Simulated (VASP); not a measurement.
Wanted: the native input for a VASP 6.6.1 run.

```yaml
Task: single point
Functional: PBE
Potentials_or_basis: VASP PAW PBE potentials, release 64 (W_sv, C)
Cutoff: 520 eV
k_mesh: 18 × 18 × 14
Occupations: gaussian, width 0.1 eV
Spin: no spin polarisation
Dipole_correction: no
Further_INCAR_settings: ALGO = Normal; EDIFF = 1e-07; NBANDS = 16
```

The structure of WC lies in POSCAR:

```
WC
1.0
    2.8896855411      0.0000000000      0.0000000000
   -1.4448427706      2.5025410875      0.0000000000
    0.0000000000      0.0000000000      2.8231309602
W C
1 1
Direct
    0.0000000000      0.0000000000      0.0000000000
    0.6666666667      0.3333333333      0.5000000000
```

This cell differs from its parent crystal: volume scaled by 0.97, then relaxed in part.

One way to write it, as run:

INCAR

```
SYSTEM = WC
PREC = Accurate
ENCUT = 520
EDIFF = 1E-7
ISMEAR = 0
SIGMA = 0.1
LREAL = .FALSE.
LASPH = .TRUE.
NELM = 100
ALGO = Normal
ISIF = 2
LWAVE = .FALSE.
LCHARG = .TRUE.
GGA = PE
LELF = .TRUE.
LVHAR = .TRUE.
NBANDS = 16
```

KPOINTS

```
regular mesh
0
G
  18 18 14
  0 0 0
```

Potentials or basis: VASP PAW PBE potentials, release 64 (W_sv, C).

Launch:

```console
$ cat potpaw_PBE.64/W_sv/POTCAR potpaw_PBE.64/C/POTCAR > POTCAR
$ mpirun -np 1 vasp_std > vasp.out
```

Results of the run:

The pressure is 13.7 GPa and the band gap on the k mesh is zero (band 9 reaches 11.94 eV, above the bottom of band 10 at 10.71 eV).

Caveat: spin-orbit coupling is left out, which moves the levels of the heavy elements.

Wall time 26 s on 1 thread of Intel(R) Xeon(R) 6975P-C (Granite Rapids), with other jobs on the host, peak memory 0.21 GiB.
